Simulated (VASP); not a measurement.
Wanted: the native input for a VASP 6.6.1 run.

- Task: single point
- Functional: PBE
- Potentials or basis: VASP PAW PBE potentials, release 64 (Si, C)
- Cutoff: 520 eV
- k mesh: 2 × 2 × 2
- Occupations: fermi-dirac, width 0.02 eV
- Spin: collinear spin, zero start
- Starting moments: [0.0, 0.0, 0.0, 0.0, 0.0, 0.0, 0.0, 0.0, 0.0, 0.0, 0.0, 0.0, 0.0, 0.0, 0.0, 0.0, 0.0] μB
- Dipole correction: no
- Further INCAR settings: LREAL = Auto; ALGO = Normal; EDIFF = 1e-06; NBANDS = 52

The structure of Si16C (a cell with a defect) lies in POSCAR:

```
Si16C
1.0
    0.0000000000      5.4300000000      5.4300000000
    5.4300000000      0.0000000000      5.4300000000
    5.4300000000      5.4300000000      0.0000000000
Si C
16 1
Direct
    0.0145764273     -0.1000644567      0.0063627993
    0.1543001842      0.0650552486      0.0668784530
    0.0180202578      0.0460497238      0.4234714549
   -0.0025506446      0.1734162063      0.6935267035
    0.0509208103      0.4277716390     -0.0605893186
    0.1547790055      0.3954604052      0.2927900552
   -0.0866114180      0.5475322284      0.6862615101
    0.2110497238      0.6890055249      0.6131123389
    0.5400092081     -0.0063259669     -0.0802854512
    0.5831123389      0.1827071823      0.0777163904
    0.4596777164      0.1118876611      0.4554235727
    0.6510313076      0.1670902394      0.5679742173
    0.4764364641      0.5700828729     -0.0239318600
    0.7327440147      0.6373848987      0.0675322284
    0.6301197053      0.5324401473      0.4347421731
    0.5772007366      0.7244751381      0.6077900552
    0.1778453039      0.6746408840      1.1420073665
```

One way to write it, as run:

INCAR

```
  ALGO = Normal
  EDIFF = 1E-6
  ENCUT = 520
  GGA = PE
  ISIF = 2
  ISMEAR = -1
  ISPIN = 2
  LASPH = T
  LCHARG = F
  LORBIT = 11
  LREAL = Auto
  LWAVE = F
  MAGMOM = 0 0 0 0 0 0 0 0 0 0 0 0 0 0 0 0 0
  NBANDS = 52
  NELM = 150
  PREC = Accurate
  SIGMA = 0.02
```

KPOINTS

```
k-points
0
Gamma
  2 2 2
```

Potentials or basis: VASP PAW PBE potentials, release 64 (Si, C).

Run with:

```bash
$ cat potpaw_PBE.64/Si/POTCAR potpaw_PBE.64/C/POTCAR > POTCAR
$ mpirun -np 1 vasp_std > vasp.out
```

Results of the run:

The pressure is 0.0 GPa. The largest force is 3.470 eV/Å and the band gap on the k mesh is zero (filled and empty bands overlap). The net moment is 0.00 μB per cell. The valence electrons inside the program's atomic spheres are Si 1.70, 1.67, 1.62, 1.56, 1.72, 1.54, 1.61, 1.57, 1.65, 1.58, 1.63, 1.60, 1.66; C 2.42.

Caveat: the k points lie up to 0.50 Å⁻¹ apart.

Run time: 5.5 min on 1 thread of Intel(R) Xeon(R) 6975P-C (Granite Rapids), on a shared host, peak memory 0.71 GiB.
